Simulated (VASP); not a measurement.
Set up this calculation in VASP 6.6.1, as the native input.

```
Task                   : single point
Functional             : PBEsol
Potentials or basis    : VASP PAW PBE potentials, release 64 (Al, Pt)
Cutoff                 : 520 eV
k mesh                 : 11 × 11 × 4
Occupations            : gaussian, width 0.15 eV
Spin                   : no spin polarisation
Dipole correction      : no
Further INCAR settings : ALGO = Fast; EDIFF = 1e-07; NBANDS = 34
```

The structure of Al2Pt lies in POSCAR:

```
Al2Pt
1.0
    2.9482572969     -2.9482572969      0.0000000000
    2.9482572969      0.0000000000     -2.9482572969
    6.3878908098      5.6508264856      5.6508264856
Al Pt
6 3
Direct
    0.6319430556      0.6319430556      0.4166833333
    0.9930541667     -0.0069458333      0.0833500000
    0.2708319444      0.2708319444      0.7500166667
    0.5902763889      0.5902763889      0.9166833333
    0.9513875000     -0.0486125000      0.5833500000
    0.3124986111      0.3124986111      0.2500166667
    0.2916652778      0.2916652778      0.5000166667
    0.6527763889      0.6527763889      0.1666833333
    0.9305541667     -0.0694458333      0.8333500000
```

One way to write it, as run:

INCAR

```
SYSTEM = Al2Pt
PREC     = Accurate       ! precision mode
ENCUT    = 520            ! plane-wave cutoff, eV
EDIFF    = 1E-7           ! SCF threshold, eV
ISMEAR   = 0              ! smearing method
SIGMA    = 0.15           ! smearing width, eV
LREAL    = .FALSE.        ! projectors in reciprocal space
LASPH    = .TRUE.         ! aspherical terms in the spheres
NELM     = 80             ! most SCF steps
ALGO     = Fast           ! electronic algorithm
ISIF     = 2              ! what is computed and relaxed
LWAVE    = .FALSE.        ! write WAVECAR
LCHARG   = .FALSE.        ! write CHGCAR
GGA      = PS             ! functional
NBANDS   = 34             ! bands
```

KPOINTS

```
Automatic mesh
0
G
  11 11 4
  0 0 0
```

Potentials or basis: VASP PAW PBE potentials, release 64 (Al, Pt).

Command:

```sh
$ cat potpaw_PBE.64/Al/POTCAR potpaw_PBE.64/Pt/POTCAR > POTCAR
$ mpirun -np 1 vasp_std > vasp.out
```

Results of the run:

```
Pressure               : -0.3 GPa
Largest force          : 0.368 eV/Å
Band gap on the k mesh : zero (bands 24 and 25 overlap by 3.64 eV)
```

Caveat: the PAW data sets were made with another functional, which shifts forces and pressure a little; spin-orbit coupling is left out, which moves the levels of the heavy elements.

Run time: 6.2 min on 1 thread of Intel(R) Xeon(R) 6975P-C (Granite Rapids), with other jobs on the host, peak memory 0.67 GiB.
